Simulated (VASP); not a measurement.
# AlVC4N4 (P-43m) in VASP: a series of runs, part 2 of 2

VASP 6.6.1.

### Step 4. Single point, PBE, collinear spin, ferromagnetic start

This run uses another cell than the first one, of 19.82 Å³/atom.

INCAR

```
SYSTEM = AlVC4N4
ALGO = Normal ; EDIFF = 1E-6
ENCUT = 520 ; GGA = PE
ISIF = 2 ; ISMEAR = 0
ISPIN = 2 ; LASPH = .TRUE.
LCHARG = .FALSE. ; LMAXMIX = 4
LORBIT = 11 ; LREAL = .FALSE.
LWAVE = .FALSE. ; MAGMOM = 0 2 0 0 0 0 0 0 0 0
NBANDS = 41 ; NELM = 150
PREC = Accurate ; SIGMA = 0.1
```

KPOINTS

```
k-points
0
G
  4 4 4
  0 0 0
```

POSCAR

```
AlVC4N4
1.0
    5.8306603700      0.0000000000      0.0000000000
    0.0000000000      5.8306603700      0.0000000000
    0.0000000000      0.0000000000      5.8306603700
Al V C N
1 1 4 4
Direct
    0.5000000000      0.5000000000      0.5000000000
    0.0000000000      0.0000000000      0.0000000000
    0.1898207700      0.1898207700      0.1898207700
    0.1898207700      0.8101792300      0.8101792300
    0.8101792300      0.1898207700      0.8101792300
    0.8101792300      0.8101792300      0.1898207700
    0.3056738300      0.3056738300      0.3056738300
    0.3056738300      0.6943261700      0.6943261700
    0.6943261700      0.3056738300      0.6943261700
    0.6943261700      0.6943261700      0.3056738300
```

Potentials or basis: VASP PAW PBE potentials, release 64 (Al, V_sv, C, N).

Launch:

```bash
> cat potpaw_PBE.64/Al/POTCAR potpaw_PBE.64/V_sv/POTCAR potpaw_PBE.64/C/POTCAR potpaw_PBE.64/N/POTCAR > POTCAR
> mpirun -np 1 vasp_std > vasp.out
```

OUTCAR:

```text
SYSTEM = AlVC4N4
   EDIFF = 1E-6
   ENCUT = 520
   GGA = PE
   ISIF = 2
   ISMEAR = 0
   ISPIN = 2
   LASPH = .TRUE.
   LORBIT = 11
   LREAL = .FALSE.
   NELM = 150
   PREC = Accurate

 ion  position               nearest neighbor table
   1  0.500  0.500  0.500-   7 1.96   8 1.96   9 1.96  10 1.96
   2  0.000  0.000  0.000-   3 1.92   4 1.92   5 1.92   6 1.92
   3  0.190  0.190  0.190-   7 1.17   2 1.92
   4  0.190  0.810  0.810-   8 1.17   2 1.92
   5  0.810  0.190  0.810-   9 1.17   2 1.92
   6  0.810  0.810  0.190-  10 1.17   2 1.92
   7  0.306  0.306  0.306-   3 1.17   1 1.96
   8  0.306  0.694  0.694-   4 1.17   1 1.96
   9  0.694  0.306  0.694-   5 1.17   1 1.96
  10  0.694  0.694  0.306-   6 1.17   1 1.96

  LATTYP: Found a simple cubic cell.
 ALAT       =     5.8306603700

  Lattice vectors:

 A1 = (   5.8306603700,   0.0000000000,   0.0000000000)
 A2 = (   0.0000000000,   5.8306603700,   0.0000000000)
 A3 = (   0.0000000000,   0.0000000000,   5.8306603700)

Analysis of symmetry for initial positions (statically):
=====================================================================
 Subroutine PRICEL returns:
 Original cell was already a primitive cell.

 Routine SETGRP: Setting up the symmetry group for a
 simple cubic supercell.

 Subroutine GETGRP returns: Found 24 space group operations
 (whereof 24 operations were pure point group operations)
 out of a pool of 48 trial point group operations.

The static configuration has the point symmetry T_d .

Analysis of symmetry for dynamics (positions and initial velocities):
=====================================================================
 Subroutine PRICEL returns:
 Original cell was already a primitive cell.

 Routine SETGRP: Setting up the symmetry group for a
 simple cubic supercell.

 Subroutine GETGRP returns: Found 24 space group operations
 (whereof 24 operations were pure point group operations)
 out of a pool of 48 trial point group operations.

The dynamic configuration has the point symmetry T_d .

Analysis of structural, dynamic, and magnetic symmetry:
=====================================================================
 Subroutine PRICEL returns:
 Original cell was already a primitive cell.

 Routine SETGRP: Setting up the symmetry group for a
 simple cubic supercell.

 Subroutine GETGRP returns: Found 24 space group operations
 (whereof 24 operations were pure point group operations)
 out of a pool of 48 trial point group operations.

The overall configuration has the point symmetry T_d .

 Subroutine INISYM returns: Found 24 space group operations
 (whereof 24 operations are pure point group operations),
 and found     1 'primitive' translations

----------------------------------------------------------------------------------------

                                     Primitive cell

  volume of cell :     198.2226

  direct lattice vectors                    reciprocal lattice vectors
     5.830660370  0.000000000  0.000000000     0.171507160  0.000000000  0.000000000
     0.000000000  5.830660370  0.000000000     0.000000000  0.171507160  0.000000000
     0.000000000  0.000000000  5.830660370     0.000000000  0.000000000  0.171507160

  length of vectors
     5.830660370  5.830660370  5.830660370     0.171507160  0.171507160  0.171507160

[... 102 lines left out ...]
  volume/ion in A,a.u.               =      19.82       133.77
  Fermi-wavevector in a.u.,A,eV,Ry     =   1.047993  1.980419 14.943121  1.098288
  Thomas-Fermi vector in A             =   2.182896
   LORBIT       =     11    0 simple, 1 ext, 2 COOP (PROOUT), +10 PAW based schemes
   GGA     = PE    functional components
   LHFCALC =     F    Hartree Fock is set to
   AEXX    =    0.0000 exact exchange contribution
   IVDW    =     0    specifies the selected vdW correction
   LEPSILON=     F    determine dielectric tensor
   LRPA    =     F    only Hartree local field effects (RPA)
 spin polarized calculation
 Gauss-broadening in eV      SIGMA  =   0.10
  energy-cutoff  :      520.00
  volume of cell :      198.22
 maximum number of plane-waves:      5400
 NGX is ok and might be reduce to    48
   NGX = 21   NGY = 21   NGZ = 21

 number of electron      52.0000016 magnetization       0.0061785

 number of electron      52.0000016 magnetization      -0.0002460

 Free energy of the ion-electron system (eV)
  ---------------------------------------------------
  ext. energy  EPLUGINS =         0.00000000
  ---------------------------------------------------
  free energy    TOTEN  =       -80.66506528 eV

  energy without entropy =      -80.66024880  energy(sigma->0) =      -80.66265704

 E-fermi :   1.0450     XC(G=0):  -7.2101

 val. band max:        0.9675389898   @ k =   0.5000   0.0000   0.0000
 cond. band min:       1.0969643703   @ k =   0.0000   0.0000   0.0000
 fundamental gap:      0.1294253806
 Fermi energy:         1.0449551651

 spin component 1

 k-point     1 :       0.0000    0.0000    0.0000
  band No.  band energies     occupation
      1     -62.6134      1.00000
      2     -36.5598      1.00000
      3     -36.5598      1.00000
      4     -36.5598      1.00000
      5     -18.1822      1.00000
      6     -18.0081      1.00000
[... 399 lines left out ...]
     37       5.4104      0.00000
     38       5.4104      0.00000
 Fermi energy:         1.0449551651

 spin component 2

 k-point     1 :       0.0000    0.0000    0.0000
  band No.  band energies     occupation
      1     -62.6136      1.00000
      2     -36.5600      1.00000
      3     -36.5600      1.00000
      4     -36.5600      1.00000
      5     -18.1822      1.00000
      6     -18.0081      1.00000
[... 399 lines left out ...]
     37       5.4103      0.00000
     38       5.4103      0.00000
 [bands above 38 left out]

------------------------ aborting loop because EDIFF is reached ----------------------------------------

  FORCE on cell =-STRESS in cart. coord.  units (eV):
  Direction    XX          YY          ZZ          XY          YZ          ZX
  --------------------------------------------------------------------------------------
  -------------------------------------------------------------------------------------
  Total        1.4401441      1.4401441      1.4401441     -0.0000000      0.0000000      0.0000000
  in kB       11.6402763     11.6402763     11.6402763     -0.0000000      0.0000000      0.0000000
  external PRESSURE =      11.6402763 kB  Pullay stress =       0.0000000 kB

 VOLUME and BASIS-vectors are now :
 -----------------------------------------------------------------------------
  energy-cutoff  :      520.00
  volume of cell :      198.22
      direct lattice vectors                 reciprocal lattice vectors
     5.830660370  0.000000000  0.000000000     0.171507160  0.000000000  0.000000000
     0.000000000  5.830660370  0.000000000     0.000000000  0.171507160  0.000000000
     0.000000000  0.000000000  5.830660370     0.000000000  0.000000000  0.171507160

 POSITION                                       TOTAL-FORCE (eV/Angst)
 -----------------------------------------------------------------------------------
      2.91533      2.91533      2.91533         0.000000     -0.000000     -0.000000
      0.00000      0.00000      0.00000         0.000000     -0.000000      0.000000
      1.10678      1.10678      1.10678        -0.689071     -0.689071     -0.689071
      1.10678      4.72388      4.72388        -0.689071      0.689071      0.689071
      4.72388      1.10678      4.72388         0.689071     -0.689071      0.689071
      4.72388      4.72388      1.10678         0.689071      0.689071     -0.689071
      1.78228      1.78228      1.78228         2.448813      2.448813      2.448813
      1.78228      4.04838      4.04838         2.448813     -2.448813     -2.448813
      4.04838      1.78228      4.04838        -2.448813      2.448813     -2.448813
      4.04838      4.04838      1.78228        -2.448813     -2.448813      2.448813
 -----------------------------------------------------------------------------------
    total drift:                               -0.000000     -0.000000     -0.000000

  FREE ENERGIE OF THE ION-ELECTRON SYSTEM (eV)
  ---------------------------------------------------
  free  energy   TOTEN  =       -80.6650652849 eV

  energy  without entropy=      -80.6602487991  energy(sigma->0) =      -80.66265704

 total charge

# of ion       s       p       d       tot
------------------------------------------
    1        0.297   0.332   0.000   0.629
    2        2.327   6.268   3.347  11.942
    3        0.974   1.637   0.000   2.611
    4        0.974   1.637   0.000   2.611
    5        0.974   1.637   0.000   2.611
    6        0.974   1.637   0.000   2.611
    7        1.281   2.656   0.000   3.937
    8        1.281   2.656   0.000   3.937
    9        1.281   2.656   0.000   3.937
   10        1.281   2.656   0.000   3.937
--------------------------------------------------
tot         11.643  23.772   3.347  38.762

 magnetization (x)

# of ion       s       p       d       tot
------------------------------------------
    1        0.000   0.000   0.000   0.000
    2       -0.000  -0.000  -0.000  -0.000
    3        0.000   0.000   0.000   0.000
    4        0.000   0.000   0.000   0.000
    5        0.000   0.000   0.000   0.000
    6        0.000   0.000   0.000   0.000
    7       -0.000   0.000   0.000   0.000
    8       -0.000   0.000   0.000   0.000
    9       -0.000   0.000   0.000   0.000
   10       -0.000   0.000   0.000   0.000
--------------------------------------------------
tot          0.000   0.000  -0.000  -0.000
```

Run time: 2.6 min. Hardware: 1 thread of Intel Xeon 6975P-C (Granite Rapids), shared host; peak memory 0.47 GiB.

What came out:

- Free energy: -80.6651 eV
- Pressure: 1.2 GPa
- Largest force: 4.241 eV/Å
- Band gap on the k mesh: 0.13 eV (least direct gap 0.40 eV)
- Net moment: 0.00 μB per cell
- Valence electrons inside the program's atomic spheres: Al 0.63; V 11.94; C 2.61; N 3.94

Forces on the atoms (eV/Å):
```
Al   0.000  0.000  0.000
V    0.000  0.000  0.000
C   -0.689 -0.689 -0.689
C   -0.689  0.689  0.689
C    0.689 -0.689  0.689
C    0.689  0.689 -0.689
N    2.449  2.449  2.449
N    2.449 -2.449 -2.449
N   -2.449  2.449 -2.449
N   -2.449 -2.449  2.449
```

Levels at points of the mesh, in eV from the valence-band top:
Spin up:
| k point | band 22 | band 23 | band 24 | band 25 | band 26 | band 27 | band 28 | band 29 | band 30 | band 31 |
| --- | --- | --- | --- | --- | --- | --- | --- | --- | --- | --- |
| (0.00, 0.00, 0.00) | -4.88 | -4.88 | -4.88 | -0.27 | -0.27 | 0.13 | 0.13 | 0.13 | 3.84 | 4.13 |
| (0.50, 0.00, 0.00) | -5.01 | -4.94 | -4.94 | -0.36 | 0.00 | 0.47 | 0.69 | 0.69 | 2.84 | 2.84 |
| (0.50, 0.50, 0.00) | -4.97 | -4.94 | -4.94 | -0.36 | -0.02 | 0.63 | 0.87 | 0.87 | 2.78 | 2.78 |
| (0.50, 0.50, 0.50) | -4.74 | -4.74 | -4.74 | -0.27 | -0.27 | 0.54 | 0.54 | 0.54 | 4.01 | 4.01 |
Spin down:
```csv
k point,band 23,band 24,band 25,band 26,band 27,band 28,band 29,band 30
"(0.00, 0.00, 0.00)",-4.88,-4.88,-0.27,-0.27,0.13,0.13,0.13,3.84
"(0.50, 0.00, 0.00)",-4.94,-4.94,-0.36,0.00,0.47,0.69,0.69,2.84
"(0.50, 0.50, 0.00)",-4.94,-4.94,-0.36,-0.02,0.63,0.87,0.87,2.78
"(0.50, 0.50, 0.50)",-4.74,-4.74,-0.27,-0.27,0.54,0.54,0.54,4.01
```

Caveat: the moments typed at the start vanished in this run; forces of over 1 eV/Å act on the atoms, so gaps and moduli don't describe the material at rest. A k mesh can miss the band edges.

### Step 5. Overview

| spin | cell | k mesh | smearing | gap on the mesh (eV) | pressure (GPa) | moment (μB) | largest force (eV/Å) |
| --- | --- | --- | --- | --- | --- | --- | --- |
| off | a = 5.787 Å, 10 atoms, atomic positions A | 6 × 6 × 6 | gaussian 0.01 eV | 0.12 | 0.3 | - | 0.32 |
| collinear, ferromagnetic start | a = 5.787 Å, 10 atoms, atomic positions B | 4 × 4 × 4 | gaussian 0.1 eV | 0.12 | 0.2 | 0.00 | 0.32 |
| collinear, ferromagnetic start | a = 5.831 Å, 10 atoms, atomic positions C | 4 × 4 × 4 | gaussian 0.1 eV | 0.13 | 1.2 | 0.00 | 4.24 |

Alike in all rows: task single point; level PBE; potentials or basis VASP PAW PBE potentials, release 64 (Al, V_sv, C, N); cutoff (eV) 520.

Caveats: the moments typed at the start vanished in this run (at least some runs); forces of over 1 eV/Å act on the atoms, so gaps and moduli don't describe the material at rest (at least some runs).

Total energies depend on the potentials used, so only differences within one code and one set of settings carry meaning.
